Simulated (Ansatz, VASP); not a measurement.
## One calculation of LuGaN2, two programs

POSCAR

```
LuGaN2
1.0
    1.6484750610      0.9517475202      5.1911421760
   -1.6484750610      0.9517475202      5.1911421760
    0.0000000000     -1.9034950404      5.1911421760
Ga Lu N
1 1 2
Direct
    1.0000000000      0.0000000000      0.0000000000
    0.5000000000      0.5000000000      0.5000000000
    0.2556081521      0.2556081521      0.2556081521
    0.7443918479      0.7443918479      0.7443918479
```

The input INCAR.step1:

```
PREC     = Accurate       # precision mode
ENCUT    = 520            # plane-wave cutoff, eV
ISMEAR   = 0              # smearing method
SIGMA    = 0.01           # smearing width, eV
LREAL    = False          # projectors in reciprocal space
LASPH    = True           # aspherical terms in the spheres
NELM     = 60             # most SCF steps
NBANDS   = 32             # bands
GGA      = PE             # functional
ALGO     = Normal         # electronic algorithm
EDIFF    = 1E-4           # SCF threshold, eV
LWAVE    = True           # write WAVECAR
LCHARG   = False          # write CHGCAR
```

The input INCAR.step2:

```
PREC     = Accurate       # precision mode
ENCUT    = 520            # plane-wave cutoff, eV
EDIFF    = 1E-6           # SCF threshold, eV
ISMEAR   = 0              # smearing method
SIGMA    = 0.01           # smearing width, eV
LREAL    = False          # projectors in reciprocal space
LASPH    = True           # aspherical terms in the spheres
NELM     = 60             # most SCF steps
ALGO     = Normal         # electronic algorithm
ISIF     = 2              # what is computed and relaxed
LWAVE    = False          # write WAVECAR
LCHARG   = True           # write CHGCAR
METAGGA  = R2SCAN         # meta-GGA
LMIXTAU  = True         
LELF     = True           # ELF
LVHAR    = True         
NBANDS   = 32             # bands
ISTART   = 1
```

File KPOINTS:

```
Automatic mesh
0
Gamma
  10 10 10
```

Input for Ansatz:

```yaml
crystal:
  lattice:
    - [1.648475061, 0.9517475202, 5.191142176]
    - [-1.648475061, 0.9517475202, 5.191142176]
    - [0.0, -1.9034950404, 5.191142176]
  atoms:
    - { symbol: Ga, position: [1.0, 0.0, 0.0] }
    - { symbol: Lu, position: [0.5, 0.5, 0.5] }
    - { symbol: "N", position: [0.2556081521, 0.2556081521, 0.2556081521] }
    - { symbol: "N", position: [0.7443918479, 0.7443918479, 0.7443918479] }
kpoints:
  mp_grid: { grid: [10, 10, 10] }
  band_path:
    path:
      - [0.0, 0.0, 0.0]
      - [0.5, 0.5, 0.5]
      - [0.8109241308, 0.1890758692, 0.5]
      - [0.5, -0.1890758692, 0.1890758692]
      - [0.5, 0.0, 0.0]
      - [0.3445379346, -0.3445379346, 0.0]
      - [0.6554620654, 0.0, 0.3445379346]
      - [0.5, 0.0, 0.5]
    npoints: 1
hamiltonian:
  xc: r2scan
scf:
  occupations: { method: fixed }
  n_extra_bands: 5
output:
  forces: true
  stress: true
  eigenvalues: true
```

Change from the starting cell: hydrostatic strain +2.5%.

Alike in both runs: task single point; functional r2SCAN; k mesh 10 × 10 × 10; no spin polarisation.

|  | VASP | Ansatz |
| --- | --- | --- |
| version | VASP 6.6.1 | Ansatz 0.2.0 |
| potentials or method | VASP PAW PBE potentials, release 64 (Ga_d, Lu, N) | plane waves, PAW |
| plane-wave cutoff (eV) | 520 | 500 |
| occupations | gaussian, width 0.01 eV | fixed |
| valence electrons in the cell | 48 | 48 |

Ansatz gave:

| Quantity | Value |
| --- | --- |
| gap on the k mesh at the Fermi level (eV) | 1.69 |
| pressure (GPa) | -12.6 |
| traceless stress, the component that is largest in VASP (GPa) | 0.17 |
| rms of the force components (eV/Å) | 0.000 |

**Question.** Estimate VASP's values.

**Answer.** gap on the k mesh at the Fermi level (eV): 1.71; pressure (GPa): -11.5; traceless stress, the component that is largest in VASP (GPa): 0.13; rms of the force components (eV/Å): 0.024.

VASP's potentials were made for PBE, not for r2SCAN. Atom by atom the forces differ by 0.024 eV/Å (rms over components).

Neither program's run includes spin-orbit coupling.
